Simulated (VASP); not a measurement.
# Ti (Im-3m) in VASP: a series of runs

The runs below take Ti through single point, with PBEsol.

All numbers are computed with VASP 6.6.1; they aren't measurements. Logs are shortened: lines on timing, memory, paths and dates and some standing lists are left out, and cuts for length are marked.

## Step 1: The cell of the first run

The structure is cubic, space group Im-3m (No. 229). Conventional cell: a = 3.178 Å, b = 3.178 Å, c = 3.178 Å, α = 90.00°, β = 90.00°, γ = 90.00°. Ti (site symmetry m-3m) has 14 Ti at 2.75 to 3.18 Å within 3.6 Å.

This isn't the form of Ti at room conditions, which is hcp.

## Step 2: Single point, PBEsol (equal strain along all axes, cell held: -1.0 %)

INCAR reads:

```
SYSTEM = Ti
  ALGO = Normal
  EDIFF = 1E-6
  ENCUT = 520
  GGA = PS
  ISIF = 2
  ISMEAR = 0
  LASPH = .TRUE.
  LCHARG = .FALSE.
  LREAL = .FALSE.
  LWAVE = .FALSE.
  NBANDS = 19
  NELM = 100
  PREC = Accurate
  SIGMA = 0.1
```

KPOINTS reads:

```
k-points
0
G
  16 16 16
  0 0 0
```

POSCAR reads:

```
Ti
1.0
    3.1781298045      0.0000000000      0.0000000000
    0.0000000000      3.1781298045      0.0000000000
    0.0000000000      0.0000000000      3.1781298045
Ti
2
Direct
    0.0000000000      0.0000000000      0.0000000000
    0.5000000000      0.5000000000      0.5000000000
```

Potentials or basis: VASP PAW PBE potentials, release 64 (Ti_sv).

Started as:

```bash
$ cat potpaw_PBE.64/Ti_sv/POTCAR > POTCAR
$ mpirun -np 1 vasp_std > vasp.out
```

OUTCAR:

```text
SYSTEM = Ti
   EDIFF = 1E-6
   ENCUT = 520
   GGA = PS
   ISIF = 2
   ISMEAR = 0
   LASPH = .TRUE.
   LREAL = .FALSE.
   NELM = 100
   PREC = Accurate

 ion  position               nearest neighbor table
   1  0.000  0.000  0.000-   2 2.75   2 2.75   2 2.75   2 2.75   2 2.75   2 2.75   2 2.75   2 2.75

   2  0.500  0.500  0.500-   1 2.75   1 2.75   1 2.75   1 2.75   1 2.75   1 2.75   1 2.75   1 2.75

  LATTYP: Found a simple cubic cell.
 ALAT       =     3.1781298045

  Lattice vectors:

 A1 = (   3.1781298045,   0.0000000000,   0.0000000000)
 A2 = (   0.0000000000,   3.1781298045,   0.0000000000)
 A3 = (   0.0000000000,   0.0000000000,   3.1781298045)

Analysis of symmetry for initial positions (statically):
=====================================================================
 Subroutine PRICEL returns following result:

  LATTYP: Found a body centered cubic cell.
 ALAT       =     3.1781298045

  Lattice vectors:

 A1 = (   1.5890649023,   1.5890649023,  -1.5890649022)
 A2 = (  -1.5890649023,   1.5890649022,   1.5890649022)
 A3 = (   1.5890649023,  -1.5890649022,   1.5890649023)

   2 primitive cells build up your supercell.

 Routine SETGRP: Setting up the symmetry group for a
 simple cubic supercell.

 Subroutine GETGRP returns: Found 48 space group operations
 (whereof 48 operations were pure point group operations)
 out of a pool of 48 trial point group operations.

The static configuration has the point symmetry O_h .

Analysis of symmetry for dynamics (positions and initial velocities):
=====================================================================
 Subroutine PRICEL returns following result:

  LATTYP: Found a body centered cubic cell.
 ALAT       =     3.1781298045

  Lattice vectors:

 A1 = (   1.5890649023,   1.5890649023,  -1.5890649022)
 A2 = (  -1.5890649023,   1.5890649022,   1.5890649022)
 A3 = (   1.5890649023,  -1.5890649022,   1.5890649023)

   2 primitive cells build up your supercell.

 Routine SETGRP: Setting up the symmetry group for a
 simple cubic supercell.

 Subroutine GETGRP returns: Found 48 space group operations
 (whereof 48 operations were pure point group operations)
 out of a pool of 48 trial point group operations.

The dynamic configuration has the point symmetry O_h .

 Subroutine INISYM returns: Found 48 space group operations
 (whereof 48 operations are pure point group operations),
 and found     2 'primitive' translations

----------------------------------------------------------------------------------------

                                     Primitive cell

  volume of cell :      16.0504

  direct lattice vectors                    reciprocal lattice vectors
     1.589064902  1.589064902 -1.589064902     0.314650458  0.314650458  0.000000000
    -1.589064902  1.589064902  1.589064902    -0.000000000  0.314650458  0.314650458
     1.589064902 -1.589064902  1.589064902     0.314650458  0.000000000  0.314650458

  length of vectors
     2.752341147  2.752341147  2.752341147     0.444982946  0.444982946  0.444982946

  position of ions in fractional coordinates (direct lattice)
     0.000000000  0.000000000  0.000000000

  ion indices of the primitive-cell ions
   primitive index   ion index
                 1           1

----------------------------------------------------------------------------------------

 KPOINTS: k-points

Automatic generation of k-mesh.
 Grid dimensions read from file:
 generate k-points for:   16   16   16

 Generating k-lattice:

  Cartesian coordinates                     Fractional coordinates (reciprocal lattice)
     0.019665654  0.000000000  0.000000000     0.062500000  0.000000000  0.000000000
     0.000000000  0.019665654  0.000000000     0.000000000  0.062500000  0.000000000
     0.000000000  0.000000000  0.019665654     0.000000000  0.000000000  0.062500000

  Length of vectors
     0.019665654  0.019665654  0.019665654

  Shift w.r.t. Gamma in fractional coordinates (k-lattice)
     0.000000000  0.000000000  0.000000000

 Subroutine IBZKPT returns following result:
 ===========================================

 Found    165 irreducible k-points:

 Following reciprocal coordinates:
            Coordinates               Weight
  0.000000  0.000000  0.000000      1.000000
  0.062500  0.000000  0.000000      6.000000
  0.125000  0.000000  0.000000      6.000000
  0.187500  0.000000  0.000000      6.000000
  0.250000  0.000000  0.000000      6.000000
  0.312500  0.000000  0.000000      6.000000
[... 16 lines left out ...]
  0.437500  0.125000  0.000000     24.000000
  0.500000  0.125000  0.000000     12.000000
 [... further k-points ...]
   k-points           NKPTS =    165   k-points in BZ     NKDIM =    165   number of bands    NBANDS=     19
   number of dos      NEDOS =    301   number of ions     NIONS =      2
   total plane-waves  NPLWV =  13824
   dimension x,y,z NGX =    24 NGY =   24 NGZ =   24
   dimension x,y,z NGXF=    48 NGYF=   48 NGZF=   48
   ions per type =               2
   NGX,Y,Z   is equivalent  to a cutoff of  12.55, 12.55, 12.55 a.u.
   NGXF,Y,Z  is equivalent  to a cutoff of  25.11, 25.11, 25.11 a.u.
 SYSTEM =  Ti
   PREC   = accura    normal or accurate (medium, high low for compatibility)
   ISTART =      0    job   : 0-new  1-cont  2-samecut
   ICHARG =      2    charge: 1-file 2-atom 10-const
   ISPIN  =      1    spin polarized calculation?
   LNONCOLLINEAR =      F non collinear calculations
   LSORBIT =      F    spin-orbit coupling
   LASPH  =      T    aspherical Exc in radial PAW
   ENCUT  =  520.0 eV  38.22 Ry    6.18 a.u.   5.91  5.91  5.91*2*pi/ulx,y,z
   NELM   =    100;   NELMIN=  2; NELMDL= -5     # of ELM steps
   EDIFF  = 0.1E-05   stopping-criterion for ELM
   LREAL  =      F    real-space projection
   EDIFFG = 0.1E-04   stopping-criterion for IOM
   NSW    =      0    number of steps for IOM
   IBRION =     -1    ionic relax: 0-MD 1-quasi-New 2-CG
   NFREE  =      0    steps in history (QN), initial steepest desc. (CG)
   ISIF   =      2    stress and relaxation
   ISYM   =      2    0-nonsym 1-usesym 2-fastsym
   POTIM  = 0.5000    time-step for ionic-motion
   TEBEG  =    0.0;   TEEND  =   0.0 temperature during run
   PSTRESS=    0.0 pullay stress
   NELECT =      24.0000    total number of electrons
   NUPDOWN=      -1.0000    fix difference up-down
   EMIN   =  10.00;   EMAX   =-10.00  energy-range for DOS
   EFERMI =   0.00;   METHOD = LEGACY
   ISMEAR =     0;   SIGMA  =   0.10  broadening in eV -4-tet -1-fermi 0-gaus
   EFERMI_NEDOS =   21; number of points for ismear=-14 and -15
   IALGO  =     38    algorithm
   IMIX   =      4    mixing-type and parameters
     AMIX     =   0.40;   BMIX     =  1.00
     AMIX_MAG =   1.60;   BMIX_MAG =  1.00
  volume/ion in A,a.u.               =      16.05       108.31
  Fermi-wavevector in a.u.,A,eV,Ry     =   1.485845  2.807841 30.038078  2.207736
  Thomas-Fermi vector in A             =   2.599206
   LORBIT       =      0    0 simple, 1 ext, 2 COOP (PROOUT), +10 PAW based schemes
   GGA     = PS    functional components
   LHFCALC =     F    Hartree Fock is set to
   AEXX    =    0.0000 exact exchange contribution
   IVDW    =     0    specifies the selected vdW correction
   LEPSILON=     F    determine dielectric tensor
   LRPA    =     F    only Hartree local field effects (RPA)
 non-spin polarized calculation
 Gauss-broadening in eV      SIGMA  =   0.10
  energy-cutoff  :      520.00
  volume of cell :       32.10
 maximum number of plane-waves:       912
 NGX is ok and might be reduce to    24
   NGX = 11   NGY = 11   NGZ = 11

 number of electron      23.9999992 magnetization

 Free energy of the ion-electron system (eV)
  ---------------------------------------------------
  ext. energy  EPLUGINS =         0.00000000
  ---------------------------------------------------
  free energy    TOTEN  =       -16.47344721 eV

  energy without entropy =      -16.45359896  energy(sigma->0) =      -16.46352309

 E-fermi :   8.7949     XC(G=0): -12.0134

 val. band max:        8.7922289694   @ k =   0.3750   0.2500   0.0625
 cond. band min:       8.8031434287   @ k =   0.5000   0.5000   0.3125
 fundamental gap:      0.0109144593
 Fermi energy:         8.7949088528

 k-point     1 :       0.0000    0.0000    0.0000
  band No.  band energies     occupation
      1     -47.3485      2.00000
      2     -47.0378      2.00000
      3     -23.7882      2.00000
      4     -23.7882      2.00000
      5     -23.7882      2.00000
      6     -23.1929      2.00000
[... 11 lines left out ...]
     18      13.1368      0.00000
     19      13.1368      0.00000

 k-point     2 :       0.0625    0.0000    0.0000
  band No.  band energies     occupation
      1     -47.3450      2.00000
      2     -47.0403      2.00000
      3     -23.7890      2.00000
      4     -23.7822      2.00000
      5     -23.7822      2.00000
      6     -23.2054      2.00000
[... 11 lines left out ...]
     18      12.9894      0.00000
     19      13.1000      0.00000

 k-point     3 :       0.1250    0.0000    0.0000
  band No.  band energies     occupation
      1     -47.3347      2.00000
      2     -47.0477      2.00000
      3     -23.7903      2.00000
      4     -23.7643      2.00000
      5     -23.7643      2.00000
      6     -23.2415      2.00000
[... 11 lines left out ...]
     18      12.6169      0.00000
     19      12.9915      0.00000

 k-point     4 :       0.1875    0.0000    0.0000
  band No.  band energies     occupation
      1     -47.3183      2.00000
      2     -47.0598      2.00000
      3     -23.7902      2.00000
      4     -23.7354      2.00000
      5     -23.7354      2.00000
      6     -23.2975      2.00000
[... 407 lines left out ...]
     18      12.3793      0.00000
     19      12.5496      0.00000

 k-point    23 :       0.4375    0.1250    0.0000
  band No.  band energies     occupation
      1     -47.2061      2.00000
      2     -47.1500      2.00000
      3     -23.8102      2.00000
      4     -23.7058      2.00000
      5     -23.5331      2.00000
      6     -23.4525      2.00000
[... 11 lines left out ...]
     18      12.2511      0.00000
     19      12.5593      0.00000

 k-point    24 :       0.5000    0.1250    0.0000
  band No.  band energies     occupation
      1     -47.1775      2.00000
      2     -47.1775      2.00000
      3     -23.7652      2.00000
      4     -23.7652      2.00000
      5     -23.4789      2.00000
      6     -23.4789      2.00000
[... 11 lines left out ...]
     18      11.9361      0.00000
     19      12.8035      0.00000

 [... further k-points ...]

------------------------ aborting loop because EDIFF is reached ----------------------------------------

  FORCE on cell =-STRESS in cart. coord.  units (eV):
  Direction    XX          YY          ZZ          XY          YZ          ZX
  --------------------------------------------------------------------------------------
  -------------------------------------------------------------------------------------
  Total        0.6502577      0.6502577      0.6502577      0.0000000      0.0000000      0.0000000
  in kB       32.4549686     32.4549686     32.4549686      0.0000000      0.0000000      0.0000000
  external PRESSURE =      32.4549686 kB  Pullay stress =       0.0000000 kB

 VOLUME and BASIS-vectors are now :
 -----------------------------------------------------------------------------
  energy-cutoff  :      520.00
  volume of cell :       32.10
      direct lattice vectors                 reciprocal lattice vectors
     3.178129805  0.000000000  0.000000000     0.314650458  0.000000000  0.000000000
     0.000000000  3.178129805  0.000000000     0.000000000  0.314650458  0.000000000
     0.000000000  0.000000000  3.178129805     0.000000000  0.000000000  0.314650458

 POSITION                                       TOTAL-FORCE (eV/Angst)
 -----------------------------------------------------------------------------------
      0.00000      0.00000      0.00000        -0.000000     -0.000000     -0.000000
      1.58906      1.58906      1.58906         0.000000      0.000000      0.000000
 -----------------------------------------------------------------------------------
    total drift:                                0.000000      0.000000     -0.000000

  FREE ENERGIE OF THE ION-ELECTRON SYSTEM (eV)
  ---------------------------------------------------
  free  energy   TOTEN  =       -16.4734472130 eV

  energy  without entropy=      -16.4535989593  energy(sigma->0) =      -16.46352309
```

Wall time 56 s (1 thread of AMD EPYC 7R13 (Zen 3), shared host); peak memory 0.17 GiB.

What came out:

```
Free energy            : -16.4734 eV
Pressure               : 3.2 GPa
Band gap on the k mesh : zero (bands 12 and 13 overlap by 1.69 eV)
```

Levels at points of the mesh, in eV from the Fermi level:
```tsv
k point	band 9	band 10	band 11	band 12	band 13	band 14	band 15	band 16
(0.00, 0.00, 0.00)	-6.11	-2.38	-2.38	1.06	1.06	1.06	3.01	3.01
(0.50, 0.00, 0.00)	-2.64	-2.64	-0.04	-0.04	1.40	1.40	1.40	1.40
(0.50, 0.50, 0.00)	-2.66	-2.66	-0.49	-0.49	1.42	1.42	3.01	3.01
(0.50, 0.50, 0.50)	-0.63	-0.63	-0.63	-0.63	-0.63	-0.63	3.47	3.47
```

Caveat: the cell differs from its parent crystal (equal strain along all axes, cell held: -1.0 %); the cell stands under pressure; the PAW data sets were made with another functional, which shifts forces and pressure a little.

## Step 3: Single point, PBEsol (equal strain along all axes, cell held: +1.0 %)

INCAR reads:

```
SYSTEM = Ti
ALGO     = Normal         ! electronic algorithm
EDIFF    = 1E-6           ! SCF threshold, eV
ENCUT    = 520            ! plane-wave cutoff, eV
GGA      = PS             ! functional
ISIF     = 2              ! what is computed and relaxed
ISMEAR   = 0              ! smearing method
LASPH    = .TRUE.         ! aspherical terms in the spheres
LCHARG   = .FALSE.        ! write CHGCAR
LREAL    = .FALSE.        ! projectors in reciprocal space
LWAVE    = .FALSE.        ! write WAVECAR
NBANDS   = 19             ! bands
NELM     = 80             ! most SCF steps
PREC     = Accurate       ! precision mode
SIGMA    = 0.1            ! smearing width, eV
```

KPOINTS is that of step 2.

POSCAR reads:

```
Ti
1.0
    3.2423344470      0.0000000000      0.0000000000
    0.0000000000      3.2423344470      0.0000000000
    0.0000000000      0.0000000000      3.2423344470
Ti
2
Direct
    0.0000000000      0.0000000000      0.0000000000
    0.5000000000      0.5000000000      0.5000000000
```

Potentials or basis: VASP PAW PBE potentials, release 64 (Ti_sv).

Started as:

```bash
$ cat potpaw_PBE.64/Ti_sv/POTCAR > POTCAR
$ mpirun -np 1 vasp_std > vasp.out
```

Run time: 56 s. Hardware: 1 thread of AMD EPYC 7R13 (Zen 3), shared host; peak memory 0.17 GiB.

It converged, with:

| Item | Value |
| --- | --- |
| Free energy | -16.4705 eV |
| Pressure | -3.5 GPa |
| Band gap on the k mesh | zero (bands 12 and 13 overlap by 1.63 eV) |

Levels at points of the mesh, in eV from the Fermi level:
| k point | band 10 | band 11 | band 12 | band 13 | band 14 | band 15 |
| --- | --- | --- | --- | --- | --- | --- |
| (0.00, 0.00, 0.00) | -2.17 | -2.17 | 1.00 | 1.00 | 1.00 | 2.82 |
| (0.50, 0.00, 0.00) | -2.64 | 0.03 | 0.03 | 1.32 | 1.32 | 1.32 |
| (0.50, 0.50, 0.00) | -2.50 | -0.42 | -0.42 | 1.21 | 1.21 | 2.80 |
| (0.50, 0.50, 0.50) | -0.61 | -0.61 | -0.61 | -0.61 | -0.61 | 3.23 |

Caveat: the cell differs from its parent crystal (equal strain along all axes, cell held: +1.0 %); the cell stands under tension; the PAW data sets were made with another functional, which shifts forces and pressure a little.

[end of part 1 of 2]
